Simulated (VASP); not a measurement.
# MgO (Fm-3m) in VASP: notebook, part 2 of 2

VASP 6.6.1.

## Step 4: Single point, LDA

INCAR reads:

```
ALGO = Normal ; EDIFF = 1E-7
ENCUT = 520 ; GGA = CA
ISIF = 2 ; ISMEAR = 0
LASPH = True ; LCHARG = False
LREAL = False ; LWAVE = False
NBANDS = 11 ; NELM = 60
PREC = Accurate ; SIGMA = 0.01
```

KPOINTS reads:

```
k-points
0
Gamma
  10 10 10
```

POSCAR reads:

```
MgO
1.0
    0.0000000000      2.0795922133      2.0795922133
    2.0795922133      0.0000000000      2.0795922133
    2.0795922133      2.0795922133      0.0000000000
Mg O
1 1
Direct
    0.0000000000      0.0000000000      0.0000000000
    0.5000000000      0.5000000000      0.5000000000
```

Potentials or basis: VASP PAW LDA potentials, release 64 (Mg, O).

On the command line:

```console
$ cat potpaw_LDA.64/Mg/POTCAR potpaw_LDA.64/O/POTCAR > POTCAR
$ mpirun -np 1 vasp_std > vasp.out
```

OUTCAR:

```text
EDIFF = 1E-7
   ENCUT = 520
   GGA = CA
   ISIF = 2
   ISMEAR = 0
   LASPH = True
   LREAL = False
   NELM = 60
   PREC = Accurate

 ion  position               nearest neighbor table
   1  0.000  0.000  0.000-   2 2.08   2 2.08   2 2.08   2 2.08   2 2.08   2 2.08
   2  0.500  0.500  0.500-   1 2.08   1 2.08   1 2.08   1 2.08   1 2.08   1 2.08

  LATTYP: Found a face centered cubic cell.
 ALAT       =     4.1591844266

  Lattice vectors:

 A1 = (   0.0000000000,   2.0795922133,   2.0795922133)
 A2 = (   2.0795922133,   0.0000000000,   2.0795922133)
 A3 = (   2.0795922133,   2.0795922133,   0.0000000000)

Analysis of symmetry for initial positions (statically):
=====================================================================
 Subroutine PRICEL returns:
 Original cell was already a primitive cell.

 Routine SETGRP: Setting up the symmetry group for a
 face centered cubic supercell.

 Subroutine GETGRP returns: Found 48 space group operations
 (whereof 48 operations were pure point group operations)
 out of a pool of 48 trial point group operations.

The static configuration has the point symmetry O_h .

Analysis of symmetry for dynamics (positions and initial velocities):
=====================================================================
 Subroutine PRICEL returns:
 Original cell was already a primitive cell.

 Routine SETGRP: Setting up the symmetry group for a
 face centered cubic supercell.

 Subroutine GETGRP returns: Found 48 space group operations
 (whereof 48 operations were pure point group operations)
 out of a pool of 48 trial point group operations.

The dynamic configuration has the point symmetry O_h .

 Subroutine INISYM returns: Found 48 space group operations
 (whereof 48 operations are pure point group operations),
 and found     1 'primitive' translations

----------------------------------------------------------------------------------------

                                     Primitive cell

  volume of cell :      17.9872
[... 117 lines left out ...]
   IVDW    =     0    specifies the selected vdW correction
   LEPSILON=     F    determine dielectric tensor
   LRPA    =     F    only Hartree local field effects (RPA)
 non-spin polarized calculation
 Gauss-broadening in eV      SIGMA  =   0.01
  energy-cutoff  :      520.00
  volume of cell :       17.99
 maximum number of plane-waves:       531
 NGX is ok and might be reduce to    24
   NGX = 11   NGY = 11   NGZ = 11

 number of electron       8.0000000 magnetization

 Free energy of the ion-electron system (eV)
  ---------------------------------------------------
  ext. energy  EPLUGINS =         0.00000000
  ---------------------------------------------------
  free energy    TOTEN  =       -13.44478344 eV

  energy without entropy =      -13.44478344  energy(sigma->0) =      -13.44478344

 E-fermi :   3.2519     XC(G=0): -11.7760

 val. band max:        3.1743496658   @ k =   0.0000   0.0000   0.0000
 cond. band min:       8.2092749695   @ k =   0.0000   0.0000   0.0000
 fundamental gap:      5.0349253036
 Fermi energy:         3.2519179217

 k-point     1 :       0.0000    0.0000    0.0000
  band No.  band energies     occupation
      1     -14.0314      2.00000
      2       3.1743      2.00000
      3       3.1743      2.00000
      4       3.1743      2.00000
      5       8.2093      0.00000
      6      18.9052      0.00000
      7      18.9052      0.00000
      8      18.9052      0.00000
      9      23.0301      0.00000
     10      24.7208      0.00000
     11      24.7208      0.00000
[... 309 lines left out ...]
 k-point    24 :       0.4000    0.3000    0.0000
  band No.  band energies     occupation
      1     -12.6398      2.00000
      2      -0.5809      2.00000
      3       1.7881      2.00000
      4       2.0227      2.00000
      5      12.8797      0.00000
      6      13.3092      0.00000
      7      16.9011      0.00000
      8      21.5318      0.00000
      9      21.7493      0.00000
     10      28.2099      0.00000
     11      30.6337      0.00000

 [... further k-points ...]

------------------------ aborting loop because EDIFF is reached ----------------------------------------

  FORCE on cell =-STRESS in cart. coord.  units (eV):
  Direction    XX          YY          ZZ          XY          YZ          ZX
  --------------------------------------------------------------------------------------
  -------------------------------------------------------------------------------------
  Total       -0.1892180     -0.1892180     -0.1892180      0.0000000      0.0000000     -0.0000000
  in kB      -16.8542148    -16.8542148    -16.8542148      0.0000000      0.0000000     -0.0000000
  external PRESSURE =     -16.8542148 kB  Pullay stress =       0.0000000 kB

 VOLUME and BASIS-vectors are now :
 -----------------------------------------------------------------------------
  energy-cutoff  :      520.00
  volume of cell :       17.99
      direct lattice vectors                 reciprocal lattice vectors
     0.000000000  2.079592213  2.079592213    -0.240431752  0.240431752  0.240431752
     2.079592213  0.000000000  2.079592213     0.240431752 -0.240431752  0.240431752
     2.079592213  2.079592213  0.000000000     0.240431752  0.240431752 -0.240431752

 POSITION                                       TOTAL-FORCE (eV/Angst)
 -----------------------------------------------------------------------------------
      0.00000      0.00000      0.00000         0.000000     -0.000000      0.000000
      2.07959      2.07959      2.07959        -0.000000      0.000000     -0.000000
 -----------------------------------------------------------------------------------
    total drift:                               -0.000000     -0.000000      0.000000

  FREE ENERGIE OF THE ION-ELECTRON SYSTEM (eV)
  ---------------------------------------------------
  free  energy   TOTEN  =       -13.4447834427 eV

  energy  without entropy=      -13.4447834427  energy(sigma->0) =      -13.44478344
```

Run time: 11 s. Hardware: 1 thread of Intel Xeon 8259CL, shared host; peak memory 0.13 GiB.

What came out:

| Property | Result |
| --- | --- |
| Free energy | -13.4448 eV |
| Pressure | -1.7 GPa |
| Band gap on the k mesh | 5.04 eV, direct |

## Step 5: Against experiment

Step 2. A measured gap of MgO is 7.83 eV (quoted in “Electronic structure of alkaline earth and post-transition metal oxides”, 2009, arxiv:0908.1581); the calculated 5.04 eV misses it by -2.79 eV. The value is that of LDA, without temperature or zero-point motion. Semilocal functionals fall short of measured gaps as a rule.

Step 3. Measured gap of MgO: 7.83 eV (quoted in “Electronic structure of alkaline earth and post-transition metal oxides”, 2009, arxiv:0908.1581). This calculation gives 5.04 eV (-2.79 eV). The value is that of LDA, without temperature or zero-point motion. Semilocal functionals fall short of measured gaps as a rule.
